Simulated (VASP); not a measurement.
## C21O: single point with PBE+D3(BJ)

System: C21O, a slab with vacuum.

```
C O
1.0
     5.03042    0.00000    0.00000
     0.00000    3.55705    0.00000
     0.00000    0.00000   23.82514
C O
21 1
Direct
  0.25000 0.00000 0.16789
  0.75000 0.00000 0.16789
  0.00000 0.25000 0.16789
  0.50000 0.25000 0.16789
  0.00000 0.50000 0.22067
  0.50000 0.50000 0.22067
  0.25000 0.75000 0.22067
  0.75000 0.75000 0.22067
  0.25000 0.00238 0.27332
  0.75000 0.00238 0.27332
  0.00000 0.24762 0.27332
  0.50000 0.24762 0.27332
  0.00000 0.50947 0.32757
  0.50000 0.50947 0.32757
  0.25000 0.74053 0.32757
  0.75000 0.74053 0.32757
  0.25000 0.02867 0.37251
  0.75000 0.02867 0.37251
  0.00000 0.22133 0.37251
  0.50000 0.22133 0.37251
  0.25000 0.02867 0.54250
  0.25000 0.02867 0.49423
```

```yaml
Program: VASP 6.6.1
Task: single point
Functional: PBE
Dispersion: D3(BJ)
Potentials_or_basis: VASP PAW PBE potentials, release 64 (C, O)
Cutoff: 520 eV
k_mesh: 5 × 8 × 1
Occupations: gaussian, width 0.05 eV
Spin: no spin polarisation
Dipole_correction: yes
Further_INCAR_settings: LREAL = Auto; ALGO = Normal; EDIFF = 1e-06; NBANDS = 62
```

```json
{"Largest force": "4.366 eV/Å", "Band gap on the k mesh": "zero (bands 45 and 46 overlap by 0.02 eV)", "Dispersion energy per atom": "-0.142 eV"}
```

Forces in eV/Å, atoms in the order of the input:
```
C    0.000  4.253  0.934
C    0.000  4.263  0.942
C   -0.004 -4.260  0.939
C    0.004 -4.260  0.939
C   -0.001  1.060 -0.969
C    0.001  1.060 -0.969
C    0.000 -1.064 -0.958
C    0.000 -1.059 -0.978
C    0.000  0.000 -0.008
C    0.000 -0.010  0.026
C    0.001  0.015  0.003
C   -0.001  0.015  0.003
C    0.015 -0.012 -0.026
C   -0.015 -0.012 -0.026
C    0.000  0.010  0.008
C    0.000 -0.019 -0.025
C    0.000  0.018 -0.206
C    0.000 -0.004  0.073
C   -0.013  0.016  0.031
C    0.013  0.016  0.031
C    0.000  0.002 -0.693
O    0.000 -0.032  0.929
```

Levels at points of the mesh, in eV from the Fermi level:
```
           k point  band 42  band 43  band 44  band 45  band 46  band 47  band 48  band 49
(0.00, 0.00, 0.00)    -0.80    -0.72    -0.71    -0.05    -0.04     0.14     1.51     2.93
(0.00, 0.50, 0.00)    -0.55    -0.35    -0.16    -0.15     0.14     0.64     0.65     0.99
```

Wall time 17 min on 1 thread of Oxide Virtual Turin-like Processor (shared host), peak memory 0.58 GiB.
